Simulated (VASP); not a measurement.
# ZnO (P6_3mc) in VASP: settings compared

ZnO is run at these levels: BLYP, RPBE; tasks: single point.

All numbers are computed with VASP 6.6.1; they aren't measurements. Logs are shortened: lines on timing, memory, paths and dates and some standing lists are left out, and cuts for length are marked.

## 1. The cell of the first run

It takes space group P6_3mc (No. 186, hexagonal). The conventional cell has a = 3.249 Å, b = 3.249 Å, c = 5.206 Å, α = 90.00°, β = 90.00°, γ = 120.00°. Within 2.6 Å of Zn (site symmetry 3m) lie 4 O at 1.97 to 1.98 Å. O (site symmetry 3m) has 4 Zn at 1.97 to 1.98 Å within 2.6 Å.

## 2. Single point, BLYP

INCAR

```
SYSTEM = ZnO
AGGAC    = 1.0          
AGGAX    = 1.0          
ALDAC    = 0.0          
ALDAX    = 1.0          
ALGO     = Normal         ! electronic algorithm
EDIFF    = 1E-6           ! SCF threshold, eV
ENCUT    = 1340           ! plane-wave cutoff, eV
GGA      = B5             ! functional
GGA_COMPAT= .False.      
ISIF     = 2              ! what is computed and relaxed
ISMEAR   = 0              ! smearing method
LASPH    = .True.         ! aspherical terms in the spheres
LCHARG   = .False.        ! write CHGCAR
LREAL    = .False.        ! projectors in reciprocal space
LWAVE    = .False.        ! write WAVECAR
NBANDS   = 26             ! bands
NELM     = 120            ! most SCF steps
PREC     = Accurate       ! precision mode
SIGMA    = 0.01           ! smearing width, eV
```

KPOINTS

```
k-points
0
Gamma
  6 6 4
  0 0 0
```

POSCAR

```
ZnO
1.0
    3.2493080000      0.0000000000      0.0000000000
   -1.6246540000      2.8139832727      0.0000000000
    0.0000000000      0.0000000000      5.2057090000
Zn O
2 2
Direct
    0.3333330000      0.6666670000      0.5000000000
    0.6666670000      0.3333330000      0.0000000000
    0.6666670000      0.3333330000      0.3790100000
    0.3333330000      0.6666670000      0.8790100000
```

Potentials or basis: VASP PAW PBE potentials, release 64 (Zn, O_h).

Command:

```
$ cat potpaw_PBE.64/Zn/POTCAR potpaw_PBE.64/O_h/POTCAR > POTCAR
$ mpirun -np 1 vasp_std > vasp.out
```

OUTCAR:

```text
SYSTEM = ZnO
   EDIFF = 1E-6
   ENCUT = 1340
   GGA = B5
   ISIF = 2
   ISMEAR = 0
   LASPH = .True.
   LREAL = .False.
   NELM = 120
   PREC = Accurate

 ion  position               nearest neighbor table
   1  0.333  0.667  0.500-   4 1.97   3 1.98   3 1.98   3 1.98
   2  0.667  0.333  0.000-   3 1.97   4 1.98   4 1.98   4 1.98
   3  0.667  0.333  0.379-   2 1.97   1 1.98   1 1.98   1 1.98
   4  0.333  0.667  0.879-   1 1.97   2 1.98   2 1.98   2 1.98

  LATTYP: Found a hexagonal cell.
 ALAT       =     3.2493080000
 C/A-ratio  =     1.6020977390

  Lattice vectors:

 A1 = (   3.2493080000,   0.0000000000,   0.0000000000)
 A2 = (  -1.6246540000,   2.8139832727,   0.0000000000)
 A3 = (   0.0000000000,   0.0000000000,   5.2057090000)

Analysis of symmetry for initial positions (statically):
=====================================================================
 Subroutine PRICEL returns:
 Original cell was already a primitive cell.

 Routine SETGRP: Setting up the symmetry group for a
 hexagonal supercell.

 Subroutine GETGRP returns: Found 12 space group operations
 (whereof  6 operations were pure point group operations)
 out of a pool of 24 trial point group operations.

The static configuration has the point symmetry C_3v.
 The point group associated with its full space group is C_6v.

Analysis of symmetry for dynamics (positions and initial velocities):
=====================================================================
 Subroutine PRICEL returns:
 Original cell was already a primitive cell.

 Routine SETGRP: Setting up the symmetry group for a
 hexagonal supercell.

 Subroutine GETGRP returns: Found 12 space group operations
 (whereof  6 operations were pure point group operations)
 out of a pool of 24 trial point group operations.

The dynamic configuration has the point symmetry C_3v.
 The point group associated with its full space group is C_6v.

 Subroutine INISYM returns: Found 12 space group operations
 (whereof  6 operations are pure point group operations),
 and found     1 'primitive' translations

----------------------------------------------------------------------------------------

                                     Primitive cell

  volume of cell :      47.5984

  direct lattice vectors                    reciprocal lattice vectors
     3.249308000  0.000000000  0.000000000     0.307757836  0.177684070  0.000000000
    -1.624654000  2.813983273  0.000000000     0.000000000  0.355368139  0.000000000
     0.000000000  0.000000000  5.205709000     0.000000000  0.000000000  0.192096792

  length of vectors
     3.249308000  3.249308000  5.205709000     0.355368139  0.355368139  0.192096792

  position of ions in fractional coordinates (direct lattice)
     0.333333000  0.666667000  0.500000000
     0.666667000  0.333333000  0.000000000
     0.666667000  0.333333000  0.379010000
     0.333333000  0.666667000  0.879010000

  ion indices of the primitive-cell ions
   primitive index   ion index
                 1           1
                 2           2
                 3           3
                 4           4

----------------------------------------------------------------------------------------

 KPOINTS: k-points

Automatic generation of k-mesh.
 Grid dimensions read from file:
 generate k-points for:    6    6    4

 Generating k-lattice:

  Cartesian coordinates                     Fractional coordinates (reciprocal lattice)
     0.051292973  0.029614012  0.000000000     0.166666667  0.000000000  0.000000000
     0.000000000  0.059228023  0.000000000     0.000000000  0.166666667  0.000000000
     0.000000000  0.000000000  0.048024198     0.000000000  0.000000000  0.250000000

  Length of vectors
     0.059228023  0.059228023  0.048024198

  Shift w.r.t. Gamma in fractional coordinates (k-lattice)
     0.000000000  0.000000000  0.000000000

 Subroutine IBZKPT returns following result:
 ===========================================

 Found     21 irreducible k-points:

 Following reciprocal coordinates:
            Coordinates               Weight
  0.000000  0.000000  0.000000      1.000000
  0.166667  0.000000  0.000000      6.000000
  0.333333 -0.000000  0.000000      6.000000
  0.500000  0.000000  0.000000      3.000000
  0.166667  0.166667  0.000000      6.000000
  0.333333  0.166667  0.000000     12.000000
[... 13 lines left out ...]
  0.333333  0.166667  0.500000     12.000000
  0.333333  0.333333  0.500000      2.000000
   k-points           NKPTS =     21   k-points in BZ     NKDIM =     21   number of bands    NBANDS=     26
   number of dos      NEDOS =    301   number of ions     NIONS =      4
   total plane-waves  NPLWV = 102400
   dimension x,y,z NGX =    40 NGY =   40 NGZ =   64
   dimension x,y,z NGXF=    80 NGYF=   80 NGZF=  128
   ions per type =               2   2
   NGX,Y,Z   is equivalent  to a cutoff of  20.47, 20.47, 20.44 a.u.
   NGXF,Y,Z  is equivalent  to a cutoff of  40.93, 40.93, 40.88 a.u.
 SYSTEM =  ZnO
   PREC   = accura    normal or accurate (medium, high low for compatibility)
   ISTART =      0    job   : 0-new  1-cont  2-samecut
   ICHARG =      2    charge: 1-file 2-atom 10-const
   ISPIN  =      1    spin polarized calculation?
   LNONCOLLINEAR =      F non collinear calculations
   LSORBIT =      F    spin-orbit coupling
   LASPH  =      T    aspherical Exc in radial PAW
   ENCUT  = 1340.0 eV  98.49 Ry    9.92 a.u.   9.70  9.70 15.54*2*pi/ulx,y,z
   NELM   =    120;   NELMIN=  2; NELMDL= -5     # of ELM steps
   EDIFF  = 0.1E-05   stopping-criterion for ELM
   LREAL  =      F    real-space projection
   EDIFFG = 0.1E-04   stopping-criterion for IOM
   NSW    =      0    number of steps for IOM
   IBRION =     -1    ionic relax: 0-MD 1-quasi-New 2-CG
   NFREE  =      0    steps in history (QN), initial steepest desc. (CG)
   ISIF   =      2    stress and relaxation
   ISYM   =      2    0-nonsym 1-usesym 2-fastsym
   POTIM  = 0.5000    time-step for ionic-motion
   TEBEG  =    0.0;   TEEND  =   0.0 temperature during run
   PSTRESS=    0.0 pullay stress
   NELECT =      36.0000    total number of electrons
   NUPDOWN=      -1.0000    fix difference up-down
   EMIN   =  10.00;   EMAX   =-10.00  energy-range for DOS
   EFERMI =   0.00;   METHOD = LEGACY
   ISMEAR =     0;   SIGMA  =   0.01  broadening in eV -4-tet -1-fermi 0-gaus
   EFERMI_NEDOS =   21; number of points for ismear=-14 and -15
   IALGO  =     38    algorithm
   IMIX   =      4    mixing-type and parameters
     AMIX     =   0.40;   BMIX     =  1.00
     AMIX_MAG =   1.60;   BMIX_MAG =  1.00
  volume/ion in A,a.u.               =      11.90        80.30
  Fermi-wavevector in a.u.,A,eV,Ry     =   1.491574  2.818667 30.270160  2.224794
  Thomas-Fermi vector in A             =   2.604212
   LORBIT       =      0    0 simple, 1 ext, 2 COOP (PROOUT), +10 PAW based schemes
   GGA     = B5    functional components
   LHFCALC =     F    Hartree Fock is set to
   AEXX    =    0.0000 exact exchange contribution
   IVDW    =     0    specifies the selected vdW correction
   LEPSILON=     F    determine dielectric tensor
   LRPA    =     F    only Hartree local field effects (RPA)
 non-spin polarized calculation
 Gauss-broadening in eV      SIGMA  =   0.01
  energy-cutoff  :     1340.00
  volume of cell :       47.60
 maximum number of plane-waves:      5336
 NGX is ok and might be reduce to    40
   NGX = 19   NGY = 19   NGZ = 31

 number of electron      36.0000001 magnetization

 Free energy of the ion-electron system (eV)
  ---------------------------------------------------
  ext. energy  EPLUGINS =         0.00000000
  ---------------------------------------------------
  free energy    TOTEN  =       -16.38921775 eV

  energy without entropy =      -16.38921775  energy(sigma->0) =      -16.38921775

 E-fermi :   1.8622     XC(G=0): -10.4350

 val. band max:        1.8209700527   @ k =   0.0000   0.0000   0.0000
 cond. band min:       2.7853177408   @ k =   0.0000   0.0000   0.0000
 fundamental gap:      0.9643476881
 Fermi energy:         1.8622070189

 k-point     1 :       0.0000    0.0000    0.0000
  band No.  band energies     occupation
      1     -16.1340      2.00000
      2     -15.4060      2.00000
      3      -3.9025      2.00000
      4      -3.9025      2.00000
      5      -3.8643      2.00000
      6      -3.7188      2.00000
[... 18 lines left out ...]
     25      15.9779      0.00000
     26      15.9780      0.00000

 k-point     2 :       0.1667    0.0000    0.0000
  band No.  band energies     occupation
      1     -15.9886      2.00000
      2     -15.3449      2.00000
      3      -4.0362      2.00000
      4      -3.8223      2.00000
      5      -3.7968      2.00000
      6      -3.7065      2.00000
[... 18 lines left out ...]
     25      16.0160      0.00000
     26      16.1522      0.00000

 k-point     3 :       0.3333   -0.0000    0.0000
  band No.  band energies     occupation
      1     -15.6615      2.00000
      2     -15.2438      2.00000
      3      -4.1679      2.00000
      4      -3.8258      2.00000
      5      -3.6940      2.00000
      6      -3.4850      2.00000
[... 18 lines left out ...]
     25      15.2630      0.00000
     26      15.9511      0.00000

 k-point     4 :       0.5000    0.0000    0.0000
  band No.  band energies     occupation
      1     -15.4535      2.00000
      2     -15.2292      2.00000
      3      -4.1023      2.00000
      4      -3.8651      2.00000
      5      -3.6526      2.00000
      6      -3.2585      2.00000
[... 18 lines left out ...]
     25      15.0836      0.00000
     26      16.0904      0.00000

 k-point     5 :       0.1667    0.1667    0.0000
  band No.  band energies     occupation
      1     -15.7508      2.00000
      2     -15.2643      2.00000
      3      -4.0643      2.00000
      4      -3.8766      2.00000
      5      -3.6856      2.00000
      6      -3.6178      2.00000
[... 18 lines left out ...]
     25      14.4902      0.00000
     26      17.2583      0.00000

 k-point     6 :       0.3333    0.1667    0.0000
  band No.  band energies     occupation
      1     -15.4613      2.00000
      2     -15.2251      2.00000
      3      -4.0036      2.00000
      4      -3.7507      2.00000
      5      -3.6169      2.00000
      6      -3.4104      2.00000
[... 340 lines left out ...]
 k-point    18 :       0.5000    0.0000    0.5000
  band No.  band energies     occupation
      1     -15.3319      2.00000
      2     -15.3319      2.00000
      3      -4.2647      2.00000
      4      -4.2647      2.00000
      5      -3.4169      2.00000
      6      -3.4169      2.00000
[... 18 lines left out ...]
     25      15.5614      0.00000
     26      15.5614      0.00000

 k-point    19 :       0.1667    0.1667    0.5000
  band No.  band energies     occupation
      1     -15.5055      2.00000
      2     -15.5055      2.00000
      3      -4.1948      2.00000
      4      -4.1948      2.00000
      5      -3.6765      2.00000
      6      -3.6765      2.00000
[... 18 lines left out ...]
     25      15.3806      0.00000
     26      15.3806      0.00000

 k-point    20 :       0.3333    0.1667    0.5000
  band No.  band energies     occupation
      1     -15.3340      2.00000
      2     -15.3340      2.00000
      3      -4.1316      2.00000
      4      -4.1316      2.00000
      5      -3.5414      2.00000
      6      -3.5414      2.00000
[... 18 lines left out ...]
     25      16.1553      0.00000
     26      16.1553      0.00000

 k-point    21 :       0.3333    0.3333    0.5000
  band No.  band energies     occupation
      1     -15.2776      2.00000
      2     -15.2776      2.00000
      3      -3.9024      2.00000
      4      -3.9024      2.00000
      5      -3.6688      2.00000
      6      -3.6688      2.00000
[... 18 lines left out ...]
     25      17.7731      0.00000
     26      17.8051      0.00000

------------------------ aborting loop because EDIFF is reached ----------------------------------------

  FORCE on cell =-STRESS in cart. coord.  units (eV):
  Direction    XX          YY          ZZ          XY          YZ          ZX
  --------------------------------------------------------------------------------------
  -------------------------------------------------------------------------------------
  Total        2.8447904      2.8447904      3.4436764      0.0000000     -0.0000000      0.0000000
  in kB       95.7565699     95.7565699    115.9152681      0.0000000     -0.0000000      0.0000000
  external PRESSURE =     102.4761360 kB  Pullay stress =       0.0000000 kB

 VOLUME and BASIS-vectors are now :
 -----------------------------------------------------------------------------
  energy-cutoff  :     1340.00
  volume of cell :       47.60
      direct lattice vectors                 reciprocal lattice vectors
     3.249308000  0.000000000  0.000000000     0.307757836  0.177684070  0.000000000
    -1.624654000  2.813983273  0.000000000     0.000000000  0.355368139  0.000000000
     0.000000000  0.000000000  5.205709000     0.000000000  0.000000000  0.192096792

 POSITION                                       TOTAL-FORCE (eV/Angst)
 -----------------------------------------------------------------------------------
     -0.00000      1.87599      2.60285        -0.000000     -0.000000     -0.073594
      1.62466      0.93799      0.00000         0.000000      0.000000     -0.073594
      1.62466      0.93799      1.97302        -0.000000     -0.000000      0.073594
     -0.00000      1.87599      4.57587         0.000000     -0.000000      0.073594
 -----------------------------------------------------------------------------------
    total drift:                                0.000718     -0.000415      0.000097

  FREE ENERGIE OF THE ION-ELECTRON SYSTEM (eV)
  ---------------------------------------------------
  free  energy   TOTEN  =       -16.3892177457 eV

  energy  without entropy=      -16.3892177457  energy(sigma->0) =      -16.38921775
```

Run time: 1.7 min. Hardware: 1 thread of Intel Xeon Platinum 8559C (Emerald Rapids), shared host; peak memory 0.35 GiB.

Results:

- Free energy: -16.3892 eV
- Pressure: 10.2 GPa
- Largest force: 0.074 eV/Å
- Band gap on the k mesh: 0.96 eV

Forces in eV/Å, atoms in the order of the input:
```
Zn   0.000  0.000 -0.074
Zn   0.000  0.000 -0.074
O    0.000  0.000  0.074
O    0.000  0.000  0.074
```

Levels at points of the mesh, in eV from the valence-band top:
```
           k point  band 15  band 16  band 17  band 18  band 19  band 20  band 21  band 22
(0.00, 0.00, 0.00)    -0.81    -0.07     0.00     0.00     0.96     5.29     8.44    12.88
(0.50, 0.00, 0.00)    -2.81    -2.26    -1.26    -0.82     5.85     7.09     7.82     8.46
(0.00, 0.00, 0.50)    -0.40    -0.40    -0.40    -0.40     3.58     3.58    10.24    10.24
(0.50, 0.00, 0.50)    -1.50    -1.50    -1.35    -1.35     5.90     5.90     8.47     8.47
```

Caveat: the cell stands under pressure; the PAW data sets were made with another functional, which shifts forces and pressure a little.

## 3. Single point, RPBE

INCAR

```
SYSTEM = ZnO
ALGO = Normal
EDIFF = 1E-6
ENCUT = 1340
GGA = RP
GGA_COMPAT = .False.
ISIF = 2
ISMEAR = 0
LASPH = .True.
LCHARG = .False.
LREAL = .False.
LWAVE = .False.
NBANDS = 26
NELM = 120
PREC = Accurate
SIGMA = 0.01
```

KPOINTS is that of step 2.

POSCAR is that of step 2.

Potentials or basis: VASP PAW PBE potentials, release 64 (Zn, O_h).

Command:

```
$ cat potpaw_PBE.64/Zn/POTCAR potpaw_PBE.64/O_h/POTCAR > POTCAR
$ mpirun -np 1 vasp_std > vasp.out
```

Wall time 64 s (1 thread of Intel Xeon Platinum 8488C (Sapphire Rapids), shared host); peak memory 0.35 GiB.

Results (log left out):

```
Free energy            : -16.2707 eV
Pressure               : 10.5 GPa
Largest force          : 0.080 eV/Å
Band gap on the k mesh : 0.88 eV
```

Forces in eV/Å, atoms in the order of the input:
```
Zn   0.000  0.000 -0.080
Zn   0.000  0.000 -0.080
O    0.000  0.000  0.080
O    0.000  0.000  0.080
```

Stress tensor (GPa, compression positive):
```
 9.93  0.00  0.00
 0.00  9.93  0.00
 0.00  0.00 11.62
```

Levels at points of the mesh, in eV from the valence-band top:
| k point | band 16 | band 17 | band 18 | band 19 | band 20 | band 21 |
| --- | --- | --- | --- | --- | --- | --- |
| (0.00, 0.00, 0.00) | -0.07 | 0.00 | 0.00 | 0.88 | 5.31 | 8.38 |
| (0.50, 0.00, 0.00) | -2.27 | -1.27 | -0.82 | 5.86 | 6.99 | 7.74 |
| (0.00, 0.00, 0.50) | -0.40 | -0.40 | -0.40 | 3.54 | 3.54 | 10.24 |
| (0.50, 0.00, 0.50) | -1.50 | -1.35 | -1.35 | 5.83 | 5.83 | 8.52 |

Caveat: the cell stands under pressure; the PAW data sets were made with another functional, which shifts forces and pressure a little.
